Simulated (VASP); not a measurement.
# HfN (Fm-3m) in VASP: further runs

Runs on HfN. Level: LDA. Tasks: single point.

Program: VASP 6.6.1. These are calculated values, not measurements. Logs are shortened: lines on timing, memory, paths and dates and some standing lists are left out, and cuts for length are marked.

### 1 The cell of the first run

Symmetry: Fm-3m, No. 225, cubic system. Conventional cell: a = 4.518 Å, b = 4.518 Å, c = 4.518 Å, α = 90.00°, β = 90.00°, γ = 90.00°. Hf (site symmetry m-3m) has 6 N at 2.26 Å within 3.0 Å. N (site symmetry m-3m) has 6 Hf at 2.26 Å within 3.0 Å.

### 2 Single point, LDA

Contents of INCAR:

```
PREC = Accurate ; ENCUT = 520
EDIFF = 1E-7 ; ISMEAR = 0
SIGMA = 0.15 ; LREAL = False
LASPH = True ; NELM = 100
ALGO = Normal ; ISIF = 2
LWAVE = False ; LCHARG = True
GGA = CA ; LELF = True
LVHAR = True ; NBANDS = 14
```

Contents of KPOINTS:

```
regular mesh
0
Gamma
  18 18 18
```

Contents of POSCAR:

```
HfN
1.0
    0.0000000000      2.2590000000      2.2590000000
    2.2590000000      0.0000000000      2.2590000000
    2.2590000000      2.2590000000      0.0000000000
Hf N
1 1
Direct
    0.0000000000      0.0000000000      0.0000000000
    0.5000000000      0.5000000000      0.5000000000
```

Potentials or basis: VASP PAW LDA potentials, release 64 (Hf_pv, N).

Run with:

```console
$ cat potpaw_LDA.64/Hf_pv/POTCAR potpaw_LDA.64/N/POTCAR > POTCAR
$ mpirun -np 1 vasp_std > vasp.out
```

OUTCAR:

```text
PREC = Accurate
   ENCUT = 520
   EDIFF = 1E-7
   ISMEAR = 0
   LREAL = False
   LASPH = True
   NELM = 100
   ISIF = 2
   GGA = CA

 ion  position               nearest neighbor table
   1  0.000  0.000  0.000-   2 2.26   2 2.26   2 2.26   2 2.26   2 2.26   2 2.26
   2  0.500  0.500  0.500-   1 2.26   1 2.26   1 2.26   1 2.26   1 2.26   1 2.26

  LATTYP: Found a face centered cubic cell.
 ALAT       =     4.5180000000

  Lattice vectors:

 A1 = (   0.0000000000,   2.2590000000,   2.2590000000)
 A2 = (   2.2590000000,   0.0000000000,   2.2590000000)
 A3 = (   2.2590000000,   2.2590000000,   0.0000000000)

Analysis of symmetry for initial positions (statically):
=====================================================================
 Subroutine PRICEL returns:
 Original cell was already a primitive cell.

 Routine SETGRP: Setting up the symmetry group for a
 face centered cubic supercell.

 Subroutine GETGRP returns: Found 48 space group operations
 (whereof 48 operations were pure point group operations)
 out of a pool of 48 trial point group operations.

The static configuration has the point symmetry O_h .

Analysis of symmetry for dynamics (positions and initial velocities):
=====================================================================
 Subroutine PRICEL returns:
 Original cell was already a primitive cell.

 Routine SETGRP: Setting up the symmetry group for a
 face centered cubic supercell.

 Subroutine GETGRP returns: Found 48 space group operations
 (whereof 48 operations were pure point group operations)
 out of a pool of 48 trial point group operations.

The dynamic configuration has the point symmetry O_h .

 Subroutine INISYM returns: Found 48 space group operations
 (whereof 48 operations are pure point group operations),
 and found     1 'primitive' translations

----------------------------------------------------------------------------------------

                                     Primitive cell

  volume of cell :      23.0557

  direct lattice vectors                    reciprocal lattice vectors
     0.000000000  2.259000000  2.259000000    -0.221336875  0.221336875  0.221336875
     2.259000000  0.000000000  2.259000000     0.221336875 -0.221336875  0.221336875
     2.259000000  2.259000000  0.000000000     0.221336875  0.221336875 -0.221336875

  length of vectors
     3.194708437  3.194708437  3.194708437     0.383366713  0.383366713  0.383366713

  position of ions in fractional coordinates (direct lattice)
     0.000000000  0.000000000  0.000000000
     0.500000000  0.500000000  0.500000000

  ion indices of the primitive-cell ions
   primitive index   ion index
                 1           1
                 2           2

----------------------------------------------------------------------------------------

 KPOINTS: regular mesh

Automatic generation of k-mesh.
 Grid dimensions read from file:
 generate k-points for:   18   18   18

 Generating k-lattice:

  Cartesian coordinates                     Fractional coordinates (reciprocal lattice)
    -0.012296493  0.012296493  0.012296493     0.055555556  0.000000000  0.000000000
     0.012296493 -0.012296493  0.012296493     0.000000000  0.055555556  0.000000000
     0.012296493  0.012296493 -0.012296493     0.000000000  0.000000000  0.055555556

  Length of vectors
     0.021298151  0.021298151  0.021298151

  Shift w.r.t. Gamma in fractional coordinates (k-lattice)
     0.000000000  0.000000000  0.000000000

 Subroutine IBZKPT returns following result:
 ===========================================

 Found    195 irreducible k-points:

 Following reciprocal coordinates:
            Coordinates               Weight
  0.000000  0.000000  0.000000      1.000000
  0.055556  0.000000  0.000000      8.000000
  0.111111  0.000000  0.000000      8.000000
  0.166667  0.000000  0.000000      8.000000
  0.222222  0.000000  0.000000      8.000000
  0.277778  0.000000  0.000000      8.000000
[... 16 lines left out ...]
 -0.277778  0.055556  0.000000     24.000000
 -0.222222  0.055556  0.000000     24.000000
 [... further k-points ...]
   k-points           NKPTS =    195   k-points in BZ     NKDIM =    195   number of bands    NBANDS=     14
   number of dos      NEDOS =    301   number of ions     NIONS =      2
   total plane-waves  NPLWV =  13824
   dimension x,y,z NGX =    24 NGY =   24 NGZ =   24
   dimension x,y,z NGXF=    48 NGYF=   48 NGZF=   48
   ions per type =               1   1
   NGX,Y,Z   is equivalent  to a cutoff of  12.49, 12.49, 12.49 a.u.
   NGXF,Y,Z  is equivalent  to a cutoff of  24.98, 24.98, 24.98 a.u.
 SYSTEM =  unknown system
   PREC   = accura    normal or accurate (medium, high low for compatibility)
   ISTART =      0    job   : 0-new  1-cont  2-samecut
   ICHARG =      2    charge: 1-file 2-atom 10-const
   ISPIN  =      1    spin polarized calculation?
   LNONCOLLINEAR =      F non collinear calculations
   LSORBIT =      F    spin-orbit coupling
   LASPH  =      T    aspherical Exc in radial PAW
   ENCUT  =  520.0 eV  38.22 Ry    6.18 a.u.   5.94  5.94  5.94*2*pi/ulx,y,z
   NELM   =    100;   NELMIN=  2; NELMDL= -5     # of ELM steps
   EDIFF  = 0.1E-06   stopping-criterion for ELM
   LREAL  =      F    real-space projection
   EDIFFG = 0.1E-05   stopping-criterion for IOM
   NSW    =      0    number of steps for IOM
   IBRION =     -1    ionic relax: 0-MD 1-quasi-New 2-CG
   NFREE  =      0    steps in history (QN), initial steepest desc. (CG)
   ISIF   =      2    stress and relaxation
   ISYM   =      2    0-nonsym 1-usesym 2-fastsym
   POTIM  = 0.5000    time-step for ionic-motion
   TEBEG  =    0.0;   TEEND  =   0.0 temperature during run
   PSTRESS=    0.0 pullay stress
   NELECT =      15.0000    total number of electrons
   NUPDOWN=      -1.0000    fix difference up-down
   EMIN   =  10.00;   EMAX   =-10.00  energy-range for DOS
   EFERMI =   0.00;   METHOD = LEGACY
   ISMEAR =     0;   SIGMA  =   0.15  broadening in eV -4-tet -1-fermi 0-gaus
   EFERMI_NEDOS =   21; number of points for ismear=-14 and -15
   IALGO  =     38    algorithm
   IMIX   =      4    mixing-type and parameters
     AMIX     =   0.40;   BMIX     =  1.00
     AMIX_MAG =   1.60;   BMIX_MAG =  1.00
  volume/ion in A,a.u.               =      11.53        77.79
  Fermi-wavevector in a.u.,A,eV,Ry     =   1.418553  2.680677 27.378918  2.012294
  Thomas-Fermi vector in A             =   2.539667
   LORBIT       =      0    0 simple, 1 ext, 2 COOP (PROOUT), +10 PAW based schemes
   GGA     = CA    functional components
   LHFCALC =     F    Hartree Fock is set to
   AEXX    =    0.0000 exact exchange contribution
   IVDW    =     0    specifies the selected vdW correction
   LEPSILON=     F    determine dielectric tensor
   LRPA    =     F    only Hartree local field effects (RPA)
 non-spin polarized calculation
 Gauss-broadening in eV      SIGMA  =   0.15
  energy-cutoff  :      520.00
  volume of cell :       23.06
 maximum number of plane-waves:       636
   NGX = 11   NGY = 11   NGZ = 11

 number of electron      14.9999998 magnetization

 Free energy of the ion-electron system (eV)
  ---------------------------------------------------
  ext. energy  EPLUGINS =         0.00000000
  ---------------------------------------------------
  free energy    TOTEN  =       -23.84419390 eV

  energy without entropy =      -23.83689347  energy(sigma->0) =      -23.84054368

 E-fermi :   8.1804     XC(G=0): -12.9799

 val. band max:        8.1718549951   @ k =  -0.1111   0.0556   0.0000
 cond. band min:       8.1996980218   @ k =   0.1111   0.0000   0.0000
 fundamental gap:      0.0278430267
 Fermi energy:         8.1804460648

 k-point     1 :       0.0000    0.0000    0.0000
  band No.  band energies     occupation
      1     -22.7427      2.00000
      2     -22.7427      2.00000
      3     -22.7427      2.00000
      4      -9.0391      2.00000
      5       5.2431      2.00000
      6       5.2431      2.00000
      7       5.2431      2.00000
      8       7.8022      1.99964
      9       7.8022      1.99964
     10       7.8022      1.99964
     11      10.1006      0.00000
     12      10.1006      0.00000
     13      10.1809      0.00000
     14      17.8449      0.00000

 k-point     2 :       0.0556    0.0000    0.0000
  band No.  band energies     occupation
      1     -22.7754      2.00000
      2     -22.7454      2.00000
      3     -22.7454      2.00000
      4      -8.9656      2.00000
      5       4.9157      2.00000
      6       5.0481      2.00000
      7       5.0481      2.00000
      8       7.9024      1.99124
      9       7.9111      1.98890
     10       7.9111      1.98890
     11      10.3486      0.00000
     12      10.3486      0.00000
     13      10.4065      0.00000
     14      18.0876      0.00000

 k-point     3 :       0.1111    0.0000    0.0000
  band No.  band energies     occupation
      1     -22.8683      2.00000
      2     -22.7532      2.00000
      3     -22.7532      2.00000
      4      -8.7527      2.00000
      5       4.1515      2.00000
      6       4.5798      2.00000
      7       4.5798      2.00000
      8       8.0865      1.62422
      9       8.1997      0.85597
     10       8.1997      0.85597
     11      11.0005      0.00000
     12      11.0071      0.00000
     13      11.0071      0.00000
     14      18.7740      0.00000

 k-point     4 :       0.1667    0.0000    0.0000
  band No.  band energies     occupation
      1     -23.0070      2.00000
      2     -22.7651      2.00000
      3     -22.7651      2.00000
      4      -8.4208      2.00000
      5       3.2268      2.00000
      6       4.0159      2.00000
      7       4.0159      2.00000
      8       8.2974      0.27027
      9       8.6280      0.00002
     10       8.6280      0.00002
     11      11.7843      0.00000
     12      11.9176      0.00000
     13      11.9176      0.00000
     14      19.5372      0.00000

 k-point     5 :       0.2222    0.0000    0.0000
  band No.  band energies     occupation
      1     -23.1717      2.00000
      2     -22.7797      2.00000
      3     -22.7797      2.00000
      4      -8.0012      2.00000
      5       2.2802      2.00000
      6       3.4624      2.00000
      7       3.4624      2.00000
      8       8.5841      0.00014
      9       9.1776      0.00000
     10       9.1776      0.00000
     11      12.5944      0.00000
[... 276 lines left out ...]
 k-point    22 :      -0.3333    0.0556    0.0000
  band No.  band energies     occupation
      1     -23.5326      2.00000
      2     -22.8465      2.00000
      3     -22.8051      2.00000
      4      -6.9150      2.00000
      5       0.3675      2.00000
      6       2.3737      2.00000
      7       2.6138      2.00000
      8       9.6008      0.00000
      9      10.4464      0.00000
     10      11.2909      0.00000
     11      13.5952      0.00000
     12      15.0237      0.00000
     13      15.8757      0.00000
     14      19.5170      0.00000

 k-point    23 :      -0.2778    0.0556    0.0000
  band No.  band energies     occupation
      1     -23.3918      2.00000
      2     -22.8344      2.00000
      3     -22.7885      2.00000
      4      -7.3578      2.00000
      5       1.0724      2.00000
      6       2.6929      2.00000
      7       3.0101      2.00000
      8       9.0321      0.00000
      9       9.7479      0.00000
     10      10.6564      0.00000
     11      13.0711      0.00000
     12      14.2430      0.00000
     13      14.9396      0.00000
     14      19.5294      0.00000

 k-point    24 :      -0.2222    0.0556    0.0000
  band No.  band energies     occupation
      1     -23.2306      2.00000
      2     -22.8184      2.00000
      3     -22.7724      2.00000
      4      -7.8166      2.00000
      5       1.8854      2.00000
      6       3.1128      2.00000
      7       3.4917      2.00000
      8       8.6111      0.00005
      9       9.1062      0.00000
     10       9.9764      0.00000
     11      12.2156      0.00000
     12      13.4576      0.00000
     13      13.8999      0.00000
     14      19.5348      0.00000

 [... further k-points ...]
[... 5 lines left out ...]
  --------------------------------------------------------------------------------------
  -------------------------------------------------------------------------------------
  Total       -1.5254126     -1.5254126     -1.5254126      0.0000000      0.0000000      0.0000000
  in kB     -106.0032638   -106.0032638   -106.0032638      0.0000000      0.0000000      0.0000000
  external PRESSURE =    -106.0032638 kB  Pullay stress =       0.0000000 kB

 VOLUME and BASIS-vectors are now :
 -----------------------------------------------------------------------------
  energy-cutoff  :      520.00
  volume of cell :       23.06
      direct lattice vectors                 reciprocal lattice vectors
     0.000000000  2.259000000  2.259000000    -0.221336875  0.221336875  0.221336875
     2.259000000  0.000000000  2.259000000     0.221336875 -0.221336875  0.221336875
     2.259000000  2.259000000  0.000000000     0.221336875  0.221336875 -0.221336875

 POSITION                                       TOTAL-FORCE (eV/Angst)
 -----------------------------------------------------------------------------------
      0.00000      0.00000      0.00000        -0.000000     -0.000000      0.000000
      2.25900      2.25900      2.25900         0.000000      0.000000      0.000000
 -----------------------------------------------------------------------------------
    total drift:                                0.000000     -0.000000     -0.000000

  FREE ENERGIE OF THE ION-ELECTRON SYSTEM (eV)
  ---------------------------------------------------
  free  energy   TOTEN  =       -23.8441938964 eV

  energy  without entropy=      -23.8368934682  energy(sigma->0) =      -23.84054368
```

Wall time 60 s (1 thread of Intel Xeon 8259CL, shared host); peak memory 0.18 GiB.

What came out:

```yaml
Free_energy: -23.8442 eV
Pressure: -10.6 GPa
```

Caveat: spin-orbit coupling is left out, which moves the levels of the heavy elements.

### 3 Single point, LDA

Contents of INCAR:

```
SYSTEM = HfN
  PREC = Accurate
  ENCUT = 520
  EDIFF = 1E-7
  ISMEAR = 0
  SIGMA = 0.15
  LREAL = .False.
  LASPH = .True.
  NELM = 100
  ALGO = Normal
  ISIF = 2
  LWAVE = .False.
  LCHARG = .False.
  GGA = CA
  NBANDS = 14
```

Contents of KPOINTS:

```
Automatic mesh
0
Gamma
  20 20 20
  0 0 0
```

POSCAR is that of step 2.

Potentials or basis: VASP PAW LDA potentials, release 64 (Hf_pv, N).

Run with:

```console
$ cat potpaw_LDA.64/Hf_pv/POTCAR potpaw_LDA.64/N/POTCAR > POTCAR
$ mpirun -np 1 vasp_std > vasp.out
```

It took 67 s on 1 thread of Intel Xeon 8259CL, shared host; peak memory 0.2 GiB.

The run converged. Its results:

```yaml
Free_energy: -23.8443 eV
Pressure: -10.6 GPa
```

Levels at points of the mesh, in eV from the Fermi level:
```tsv
k point	band 4	band 5	band 6	band 7	band 8	band 9	band 10	band 11
(0.00, 0.00, 0.00)	-17.25	-2.97	-2.97	-2.97	-0.41	-0.41	-0.41	1.89
(0.50, 0.00, 0.00)	-14.44	-8.86	-6.17	-6.17	3.26	3.65	3.65	4.54
(0.50, 0.50, 0.00)	-16.14	-5.31	-3.84	-3.62	-3.62	4.03	5.47	5.47
```

Caveat: spin-orbit coupling is left out, which moves the levels of the heavy elements.
